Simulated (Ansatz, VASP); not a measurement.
One calculation of HfB2, two programs

```
Hf B
1.0
     3.14000    0.00000    0.00000
    -1.57000    2.71932    0.00000
     0.00000    0.00000    3.48000
Hf B
1 2
Direct
  0.00000 0.00000 0.00000
  0.66667 0.33333 0.49713
  0.33333 0.66667 0.50000
```

Alike in both runs: task single point; functional PBE; k mesh 12 × 12 × 10; occupations gaussian, width 0.05 eV; no spin polarisation.

|  | VASP | Ansatz |
| --- | --- | --- |
| version | VASP 6.6.1 | Ansatz 0.2.0 |
| potentials or method | VASP PAW PBE potentials, release 64 (Hf_pv, B), cutoff 500 eV | scalar-relativistic, plane waves, PAW |
| valence electrons in the cell | 16 | 32 |

|  | VASP | Ansatz | Ansatz less VASP |
| --- | --- | --- | --- |
| rms of the force components (eV/Å) | 0.039 | 0.039 | +0.0004 |

Atom by atom the forces differ by 0.001 eV/Å (rms over components). VASP's potentials hold 16 valence electrons a cell and Ansatz's 32, so a difference there can come from the potentials and not from the codes.

Spin-orbit coupling is off throughout.
